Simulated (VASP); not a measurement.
# Li2P (C2/m) in VASP: relaxation of cell and atoms with PBE

Aim: the relaxation of cell and atoms of Li2P with PBE.

Program: VASP 6.6.1. These are calculated values, not measurements. Logs are shortened: lines on timing, memory, paths and dates and some standing lists are left out, and cuts for length are marked.

### Step 1. The cell of the first run

The structure is monoclinic, space group C2/m (No. 12). The conventional cell has a = 4.839 Å, b = 7.469 Å, c = 4.834 Å, α = 90.00°, β = 109.13°, γ = 90.00°. Within 3.2 Å of Li (site symmetry 1) lie 7 Li at 2.38 to 2.85 Å and 5 P at 2.55 to 2.77 Å. P (site symmetry m) has 1 P at 2.38 Å and 10 Li at 2.55 to 2.77 Å within 3.1 Å.

### Step 2. Relaxation of cell and atoms, PBE

Contents of INCAR:

```
SYSTEM = Li2P
ALGO = Normal
EDIFF = 1E-6
EDIFFG = -0.01
ENCUT = 600
GGA = PE
IBRION = 2
ISIF = 3
ISMEAR = 0
LASPH = .True.
LCHARG = .False.
LREAL = .False.
LWAVE = .False.
NELM = 100
NSW = 100
PREC = Accurate
SIGMA = 0.1
```

Contents of KPOINTS:

```
k-points
0
Gamma
  10 10 8
  0 0 0
```

Contents of POSCAR:

```
Li2P
1.0
    2.4195831606     -3.7347477240      0.0000000000
    2.4195831606      3.7347477240      0.0000000000
   -1.5843960793      0.0000000000      4.5665955448
Li P
4 2
Direct
    0.0805144564      0.3998008002      0.7561560726
    0.6001991998      0.9194855436      0.2438439274
    0.3998008002      0.0805144564      0.7561560726
    0.9194855436      0.6001991998      0.2438439274
    0.7117142473      0.7117142473      0.7119852791
    0.2882857527      0.2882857527      0.2880147209
```

Potentials or basis: VASP PAW PBE potentials, release 64 (Li_sv, P).

On the command line:

```bash
$ cat potpaw_PBE.64/Li_sv/POTCAR potpaw_PBE.64/P/POTCAR > POTCAR
$ mpirun -np 1 vasp_std > vasp.out
```

OUTCAR:

```text
SYSTEM = Li2P
   EDIFF = 1E-6
   EDIFFG = -0.01
   ENCUT = 600
   GGA = PE
   IBRION = 2
   ISIF = 3
   ISMEAR = 0
   LASPH = .True.
   LREAL = .False.
   NELM = 100
   NSW = 100
   PREC = Accurate

 ion  position               nearest neighbor table
   1  0.081  0.400  0.756-   3 2.38   5 2.55   6 2.63   5 2.64   5 2.77   6 2.77
   2  0.600  0.919  0.244-   4 2.38   6 2.55   5 2.63   6 2.64   6 2.77   5 2.77
   3  0.400  0.081  0.756-   1 2.38   5 2.55   6 2.63   5 2.64   5 2.77   6 2.77
   4  0.919  0.600  0.244-   2 2.38   6 2.55   5 2.63   6 2.64   6 2.77   5 2.77
   5  0.712  0.712  0.712-   6 2.38   3 2.55   1 2.55   4 2.63   2 2.63   3 2.64   1 2.64   1 2.77
                             3 2.77   4 2.77   2 2.77
   6  0.288  0.288  0.288-   5 2.38   4 2.55   2 2.55   1 2.63   3 2.63   2 2.64   4 2.64   4 2.77
                             2 2.77   1 2.77   3 2.77

  LATTYP: Found a base centered monoclinic cell.
 ALAT       =     4.8391663212
 B/A-ratio  =     1.5435500564
 C/A-ratio  =     0.9988586460
 COS(beta)  =    -0.3277850764

  Lattice vectors:

 A1 = (   2.4195831606,  -3.7347477240,   0.0000000000)
 A2 = (   2.4195831606,   3.7347477240,   0.0000000000)
 A3 = (  -1.5843960793,   0.0000000000,   4.5665955448)

Analysis of symmetry for initial positions (statically):
=====================================================================
 Subroutine PRICEL returns:
 Original cell was already a primitive cell.

 Routine SETGRP: Setting up the symmetry group for a
 base centered monoclinic supercell.

 Subroutine GETGRP returns: Found  4 space group operations
 (whereof  4 operations were pure point group operations)
 out of a pool of  4 trial point group operations.

The static configuration has the point symmetry C_2h.

Analysis of symmetry for dynamics (positions and initial velocities):
=====================================================================
 Subroutine PRICEL returns:
 Original cell was already a primitive cell.

 Routine SETGRP: Setting up the symmetry group for a
 base centered monoclinic supercell.

 Subroutine GETGRP returns: Found  4 space group operations
 (whereof  4 operations were pure point group operations)
 out of a pool of  4 trial point group operations.

The dynamic configuration has the point symmetry C_2h.

 Subroutine INISYM returns: Found  4 space group operations
 (whereof  4 operations are pure point group operations),
 and found     1 'primitive' translations

----------------------------------------------------------------------------------------

                                     Primitive cell

  volume of cell :      82.5324

  direct lattice vectors                    reciprocal lattice vectors
     2.419583161 -3.734747724  0.000000000     0.206647165 -0.133877851  0.071696947
     2.419583161  3.734747724  0.000000000     0.206647165  0.133877851  0.071696947
    -1.584396079  0.000000000  4.566595545     0.000000000  0.000000000  0.218981513

  length of vectors
     4.450025082  4.450025082  4.833643119     0.256450350  0.256450350  0.218981513

  position of ions in fractional coordinates (direct lattice)
     0.080514456  0.399800800  0.756156073
     0.600199200  0.919485544  0.243843927
     0.399800800  0.080514456  0.756156073
     0.919485544  0.600199200  0.243843927
     0.711714247  0.711714247  0.711985279
     0.288285753  0.288285753  0.288014721

  ion indices of the primitive-cell ions
   primitive index   ion index
                 1           1
                 2           2
                 3           3
                 4           4
                 5           5
                 6           6

----------------------------------------------------------------------------------------

 KPOINTS: k-points

Automatic generation of k-mesh.
 Grid dimensions read from file:
 generate k-points for:   10   10    8

 Generating k-lattice:

  Cartesian coordinates                     Fractional coordinates (reciprocal lattice)
     0.020664716 -0.013387785  0.007169695     0.100000000  0.000000000 -0.000000000
     0.020664716  0.013387785  0.007169695     0.000000000  0.100000000 -0.000000000
     0.000000000  0.000000000  0.027372689     0.000000000  0.000000000  0.125000000

  Length of vectors
     0.025645035  0.025645035  0.027372689

  Shift w.r.t. Gamma in fractional coordinates (k-lattice)
     0.000000000  0.000000000  0.000000000

 Subroutine IBZKPT returns following result:
 ===========================================

 Found    227 irreducible k-points:

 Following reciprocal coordinates:
            Coordinates               Weight
  0.000000  0.000000  0.000000      1.000000
  0.100000  0.000000 -0.000000      4.000000
  0.200000  0.000000 -0.000000      4.000000
  0.300000  0.000000 -0.000000      4.000000
  0.400000  0.000000  0.000000      4.000000
  0.500000  0.000000  0.000000      2.000000
[... 16 lines left out ...]
  0.300000  0.300000 -0.000000      2.000000
  0.400000  0.300000 -0.000000      4.000000
 [... further k-points ...]
   k-points           NKPTS =    227   k-points in BZ     NKDIM =    227   number of bands    NBANDS=     15
   number of dos      NEDOS =    301   number of ions     NIONS =      6
   total plane-waves  NPLWV =  51840
   dimension x,y,z NGX =    36 NGY =   36 NGZ =   40
   dimension x,y,z NGXF=    72 NGYF=   72 NGZF=   80
   ions per type =               4   2
   NGX,Y,Z   is equivalent  to a cutoff of  13.45, 13.45, 13.76 a.u.
   NGXF,Y,Z  is equivalent  to a cutoff of  26.90, 26.90, 27.51 a.u.
 SYSTEM =  Li2P
   PREC   = accura    normal or accurate (medium, high low for compatibility)
   ISTART =      0    job   : 0-new  1-cont  2-samecut
   ICHARG =      2    charge: 1-file 2-atom 10-const
   ISPIN  =      1    spin polarized calculation?
   LNONCOLLINEAR =      F non collinear calculations
   LSORBIT =      F    spin-orbit coupling
   LASPH  =      T    aspherical Exc in radial PAW
   ENCUT  =  600.0 eV  44.10 Ry    6.64 a.u.   8.89  8.89  9.65*2*pi/ulx,y,z
   NELM   =    100;   NELMIN=  2; NELMDL= -5     # of ELM steps
   EDIFF  = 0.1E-05   stopping-criterion for ELM
   LREAL  =      F    real-space projection
   EDIFFG = -.1E-01   stopping-criterion for IOM
   NSW    =    100    number of steps for IOM
   IBRION =      2    ionic relax: 0-MD 1-quasi-New 2-CG
   NFREE  =      1    steps in history (QN), initial steepest desc. (CG)
   ISIF   =      3    stress and relaxation
   ISYM   =      2    0-nonsym 1-usesym 2-fastsym
   POTIM  = 0.5000    time-step for ionic-motion
   TEBEG  =    0.0;   TEEND  =   0.0 temperature during run
   PSTRESS=    0.0 pullay stress
   NELECT =      22.0000    total number of electrons
   NUPDOWN=      -1.0000    fix difference up-down
   EMIN   =  10.00;   EMAX   =-10.00  energy-range for DOS
   EFERMI =   0.00;   METHOD = LEGACY
   ISMEAR =     0;   SIGMA  =   0.10  broadening in eV -4-tet -1-fermi 0-gaus
   EFERMI_NEDOS =   21; number of points for ismear=-14 and -15
   IALGO  =     38    algorithm
   IMIX   =      4    mixing-type and parameters
     AMIX     =   0.40;   BMIX     =  1.00
     AMIX_MAG =   1.60;   BMIX_MAG =  1.00
  volume/ion in A,a.u.               =      13.76        92.83
  Fermi-wavevector in a.u.,A,eV,Ry     =   1.053596  1.991008 15.103356  1.110065
  Thomas-Fermi vector in A             =   2.188724
   LORBIT       =      0    0 simple, 1 ext, 2 COOP (PROOUT), +10 PAW based schemes
   GGA     = PE    functional components
   LHFCALC =     F    Hartree Fock is set to
   AEXX    =    0.0000 exact exchange contribution
   IVDW    =     0    specifies the selected vdW correction
   LEPSILON=     F    determine dielectric tensor
   LRPA    =     F    only Hartree local field effects (RPA)
 conjugate gradient relaxation of ions
 non-spin polarized calculation
 Gauss-broadening in eV      SIGMA  =   0.10
  energy-cutoff  :      600.00
  volume of cell :       82.53
 maximum number of plane-waves:      2790
   NGX = 17   NGY = 17   NGZ = 19

--------------------------------------- Ionic step        1  -------------------------------------------

 number of electron      21.9999986 magnetization

 Free energy of the ion-electron system (eV)
  ---------------------------------------------------
  ext. energy  EPLUGINS =         0.00000000
  ---------------------------------------------------
  free energy    TOTEN  =       -21.92364528 eV

  energy without entropy =      -21.91990042  energy(sigma->0) =      -21.92177285

------------------------ aborting loop because EDIFF is reached ----------------------------------------

  FORCE on cell =-STRESS in cart. coord.  units (eV):
  Direction    XX          YY          ZZ          XY          YZ          ZX
  --------------------------------------------------------------------------------------
  -------------------------------------------------------------------------------------
  Total       -0.0462323     -0.0524819     -0.1283486      0.0000000      0.0000000     -0.0444513
  in kB       -0.8974940     -1.0188166     -2.4915945      0.0000000      0.0000000     -0.8629195
  external PRESSURE =      -1.4693017 kB  Pullay stress =       0.0000000 kB
[... 105 lines left out ...]
  energy  without entropy=      -21.9207614719  energy(sigma->0) =      -21.92256385

--------------------------------------- Ionic step        4  -------------------------------------------

 number of electron      21.9999986 magnetization

 Free energy of the ion-electron system (eV)
  ---------------------------------------------------
  ext. energy  EPLUGINS =         0.00000000
  ---------------------------------------------------
  free energy    TOTEN  =       -21.92459794 eV

  energy without entropy =      -21.92093187  energy(sigma->0) =      -21.92276490

 E-fermi :   4.9468     XC(G=0):  -9.2254

 val. band max:        4.9467772358   @ k =   0.5000   0.0000   0.0000
 cond. band min:       4.9493473575   @ k =   0.4000   0.0000   0.5000
 fundamental gap:      0.0025701218
 Fermi energy:         4.9467851863

 k-point     1 :       0.0000    0.0000    0.0000
  band No.  band energies     occupation
      1     -41.7976      2.00000
      2     -41.7601      2.00000
      3     -41.7226      2.00000
      4     -41.7195      2.00000
      5      -7.3495      2.00000
      6      -3.1896      2.00000
      7      -0.2658      2.00000
      8       2.1667      2.00000
      9       2.1689      2.00000
     10       2.4507      2.00000
     11       3.9521      2.00000
     12       5.9084      0.00000
     13       5.9653      0.00000
     14       7.2603      0.00000
     15       7.3437      0.00000
[... 397 lines left out ...]
 k-point    24 :       0.4000    0.3000   -0.0000
  band No.  band energies     occupation
      1     -41.7685      2.00000
      2     -41.7620      2.00000
      3     -41.7477      2.00000
      4     -41.7214      2.00000
      5      -6.8130      2.00000
      6      -4.2780      2.00000
      7       0.0407      2.00000
      8       1.1694      2.00000
      9       1.6284      2.00000
     10       2.2674      2.00000
     11       3.3961      2.00000
     12       6.2097      0.00000
     13       6.7306      0.00000
     14       7.7628      0.00000
     15       8.4201      0.00000

 [... further k-points ...]

------------------------ aborting loop because EDIFF is reached ----------------------------------------

  FORCE on cell =-STRESS in cart. coord.  units (eV):
  Direction    XX          YY          ZZ          XY          YZ          ZX
  --------------------------------------------------------------------------------------
  -------------------------------------------------------------------------------------
  Total        0.0336346      0.0305464      0.0272790      0.0000000      0.0000000      0.0187460
  in kB        0.6557768      0.5955664      0.5318623      0.0000000      0.0000000      0.3654927
  external PRESSURE =       0.5944018 kB  Pullay stress =       0.0000000 kB
[... 21 lines left out ...]
  FREE ENERGIE OF THE ION-ELECTRON SYSTEM (eV)
  ---------------------------------------------------
  free  energy   TOTEN  =       -21.9245979358 eV

  energy  without entropy=      -21.9209318715  energy(sigma->0) =      -21.92276490

 reached required accuracy - stopping structural energy minimisation
```

Wall time 16 min (1 thread of Intel Xeon 8259CL, shared host); peak memory 0.43 GiB.

What came out:

- Free energy: -21.9246 eV
- Relaxed volume: 13.70 Å³/atom
- Relaxed cell: a = 4.446 Å, b = 4.446 Å, c = 4.824 Å, α = 100.34°, β = 100.34°, γ = 114.09°
- Space group after relaxing (to 0.1 Å): C2/m (No. 12)
- Energy gained by relaxing: 0.2 meV/atom
- Ionic steps: 4
- Pressure after relaxing: 0.1 GPa
- Largest force after relaxing: 0.010 eV/Å
- Band gap on the k mesh: zero (bands 11 and 12 overlap by 0.39 eV)

Forces on the atoms (eV/Å):
```
Li  -0.008  0.001 -0.006
Li   0.008  0.001  0.006
Li  -0.008 -0.001 -0.006
Li   0.008 -0.001  0.006
P    0.004  0.000  0.005
P   -0.004  0.000 -0.005
```

The path:
```
step  energy change (eV)  largest force (eV/Å)  pressure (GPa)  volume (Å³)
   1              0.0000                0.0396           -0.15        82.53
   2             -0.0004                0.0316           -0.05        82.38
   3             -0.0007                0.0265            0.12        82.11
   4             -0.0010                0.0099            0.06        82.18
```

Final structure:
```cif
data_structure
_symmetry_space_group_name_H-M 'P 1'
_symmetry_Int_Tables_number 1
_cell_length_a 4.4461
_cell_length_b 4.4461
_cell_length_c 4.8240
_cell_angle_alpha 100.344
_cell_angle_beta 100.344
_cell_angle_gamma 114.090
_cell_volume 82.18
loop_
_atom_site_label
_atom_site_type_symbol
_atom_site_fract_x
_atom_site_fract_y
_atom_site_fract_z
_atom_site_occupancy
Li1 Li 0.07962 0.39851 0.75460 1
Li2 Li 0.60149 0.92038 0.24540 1
Li3 Li 0.39851 0.07962 0.75460 1
Li4 Li 0.92038 0.60149 0.24540 1
P1 P 0.71199 0.71199 0.71252 1
P2 P 0.28801 0.28801 0.28748 1
```

Caveat: the cutoff is under 1.25 times the usual one of these potentials, so pressure, stress and relaxed cells hold a basis-set (Pulay) error.
